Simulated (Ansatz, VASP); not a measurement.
# Nb: VASP beside Ansatz

INCAR

```
ALGO = Normal
EDIFF = 1E-6
ENCUT = 500
GGA = LIBXC
GGA_COMPAT = F
ISIF = 2
ISMEAR = 0
ISPIN = 2
LASPH = T
LCHARG = F
LIBXC1 = GGA_X_B88
LIBXC2 = GGA_C_PBE
LMAXMIX = 4
LORBIT = 11
LREAL = F
LWAVE = F
MAGMOM = 0.5
NBANDS = 16
NELM = 200
PREC = Accurate
SIGMA = 0.15
```

The input KPOINTS:

```
k-points
0
Gamma
  11 11 11
```

File POSCAR:

```
Nb
1.0
    0.0000000000      2.1428321391      2.1428321391
    2.1428321391      0.0000000000      2.1428321391
    2.1428321391      2.1428321391      0.0000000000
Nb
1
Direct
    0.0000000000      0.0000000000      0.0000000000
```

Contents of input.yaml:

```yaml
crystal:
  lattice:
    - [0.0, 2.1428321391, 2.1428321391]
    - [2.1428321391, 0.0, 2.1428321391]
    - [2.1428321391, 2.1428321391, 0.0]
  atoms:
    - { symbol: Nb, position: [0.0, 0.0, 0.0], spin: 0.5 }
kpoints:
  mp_grid: { grid: [11, 11, 11] }
scf:
  occupations: { method: gaussian, width: 0.15 }
hamiltonian:
  xc: { exchange: b88, correlation: pbe }
  pseudopotentials: { kind: all_electron, lapw: { basis_error: 0.0005 } }
magnetization:
  spin_polarized: true
output:
  forces: true
  stress: true
  eigenvalues: true
```

Change from the starting cell: volume scaled by 1.04.

Alike in both runs: task single point; functional b88 exchange, pbe correlation; k mesh 11 × 11 × 11; occupations gaussian, width 0.15 eV; collinear spin.

|  | VASP | Ansatz |
| --- | --- | --- |
| version | VASP 6.6.1 | Ansatz 0.2.0 |
| potentials or method | VASP PAW PBE potentials, release 64 (Nb_sv), cutoff 500 eV | all-electron LAPW, scalar-relativistic |

|  | VASP | Ansatz | Ansatz less VASP |
| --- | --- | --- | --- |
| gap on the k mesh at the Fermi level (eV) | none | none | - |
| pressure (GPa) | -8.1 | -7.8 | +0.28 |
| net moment per atom (μB) | 0.00 | 0.00 | 0.000 |

VASP's potentials were made for PBE, not for b88 exchange, pbe correlation. A gap of «none» marks a metal or a gap that the smearing closes. Ansatz ran all-electron here, and VASP with PAW potentials.
